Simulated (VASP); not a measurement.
Write the native input for VASP 6.6.1 that does the following.

```
Task                   : single point
Functional             : r2SCAN
Potentials or basis    : VASP PAW PBE potentials, release 64 (Sn_d, Te)
Cutoff                 : 520 eV
k mesh                 : 6 × 6 × 6
Occupations            : fermi-dirac, width 0.02 eV
Spin                   : no spin polarisation
Dipole correction      : no
Further INCAR settings : ALGO = Normal; EDIFF = 1e-06; NBANDS = 17
```

The system is SnTe.

```
CELL_PARAMETERS angstrom
0.00000 3.12425 3.12425
3.12425 0.00000 3.12425
3.12425 3.12425 0.00000
ATOMIC_POSITIONS crystal
Sn 0.00000 0.00000 0.00000
Te 0.50000 0.50000 0.50000
```

The input as run:

POSCAR

```
SnTe
1.0
    0.0000000000      3.1242474306      3.1242474306
    3.1242474306      0.0000000000      3.1242474306
    3.1242474306      3.1242474306      0.0000000000
Sn Te
1 1
Direct
    0.0000000000      0.0000000000      0.0000000000
    0.5000000000      0.5000000000      0.5000000000
```

INCAR.step1

```
SYSTEM = SnTe
  ALGO = Normal
  EDIFF = 1E-4
  ENCUT = 520
  GGA = PE
  ISMEAR = -1
  LASPH = .True.
  LCHARG = .False.
  LREAL = .False.
  LWAVE = .True.
  NBANDS = 17
  NELM = 100
  PREC = Accurate
  SIGMA = 0.02
```

INCAR.step2

```
SYSTEM = SnTe
  ALGO = Normal
  EDIFF = 1E-6
  ENCUT = 520
  ISIF = 2
  ISMEAR = -1
  ISTART = 1
  LASPH = .True.
  LCHARG = .False.
  LMIXTAU = .True.
  LREAL = .False.
  LWAVE = .False.
  METAGGA = R2SCAN
  NBANDS = 17
  NELM = 100
  PREC = Accurate
  SIGMA = 0.02
```

KPOINTS

```
k-points
0
Gamma
  6 6 6
  0 0 0
```

Potentials or basis: VASP PAW PBE potentials, release 64 (Sn_d, Te).

The run is started by

```console
$ cat potpaw_PBE.64/Sn_d/POTCAR potpaw_PBE.64/Te/POTCAR > POTCAR
$ cp INCAR.step1 INCAR
$ mpirun -np 1 vasp_std > vasp.out
$ cp INCAR.step2 INCAR
$ mpirun -np 1 vasp_std > vasp.out
```

It gave:

```yaml
Pressure: 3.0 GPa
Band_gap_on_the_k_mesh: 0.06 eV
```

Caveat: the PAW data sets were made with another functional, which shifts forces and pressure a little; spin-orbit coupling is left out, which moves the levels of the heavy elements.

Wall time 100 s on 1 thread of Intel Xeon 8259CL, on a shared host, peak memory 0.22 GiB.
